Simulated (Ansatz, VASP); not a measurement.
# Pb in VASP and in Ansatz

INCAR

```
SYSTEM = Pb
  PREC = Accurate
  ENCUT = 520
  EDIFF = 1E-6
  ISMEAR = -1
  SIGMA = 0.1
  LREAL = .False.
  LASPH = .True.
  NELM = 80
  ALGO = Normal
  ISIF = 2
  LWAVE = .False.
  LCHARG = .False.
  GGA = PE
  NBANDS = 36
```

KPOINTS

```
Automatic mesh
0
Gamma
  10 10 3
  0 0 0
```

POSCAR

```
Pb
1.0
    3.5733815866      0.0000000000      0.0000000000
   -1.7866907933      3.0946392314      0.0000000000
    0.0000000000      0.0000000000     11.5476539746
Pb
4
Direct
    0.0000000000      0.0000000000      0.0000000000
    0.0000000000      0.0000000000      0.5000000000
    0.3333333333      0.6666666667      0.2500000000
    0.6666666667      0.3333333333      0.7500000000
```

Input for Ansatz:

```yaml
crystal:
  lattice:
    - [3.5733815866, 0.0, 0.0]
    - [-1.7866907933, 3.0946392314, 0.0]
    - [0.0, 0.0, 11.5476539746]
  atoms:
    - { symbol: Pb, position: [0.0, 0.0, 0.0] }
    - { symbol: Pb, position: [0.0, 0.0, 0.5] }
    - { symbol: Pb, position: [0.3333333333, 0.6666666667, 0.25] }
    - { symbol: Pb, position: [0.6666666667, 0.3333333333, 0.75] }
kpoints:
  mp_grid: { grid: [10, 10, 3] }
scf:
  occupations: { method: fermi_dirac, width: 0.1 }
hamiltonian:
  xc: pbe
  pseudopotentials: { kind: nc }
output:
  forces: true
  stress: true
  eigenvalues: true
```

Change from the starting cell: volume scaled by 1, norm-conserving files.

Alike in both runs: task single point; functional PBE; k mesh 10 × 10 × 3; occupations fermi-dirac, width 0.1 eV; no spin polarisation.

|  | VASP | Ansatz |
| --- | --- | --- |
| version | VASP 6.6.1 | Ansatz 0.2.0 |
| potentials or method | VASP PAW PBE potentials, release 64 (Pb_d) | norm-conserving pseudopotentials, scalar-relativistic |
| plane-wave cutoff (eV) | 520 | 850 |
| valence electrons in the cell | 56 | 56 |

Ansatz gave:

```
pressure (GPa) : 0.1
```

Problem. What did VASP give for the same quantities?

Solution. Pressure (GPa): -0.1.

Spin-orbit coupling is off throughout.
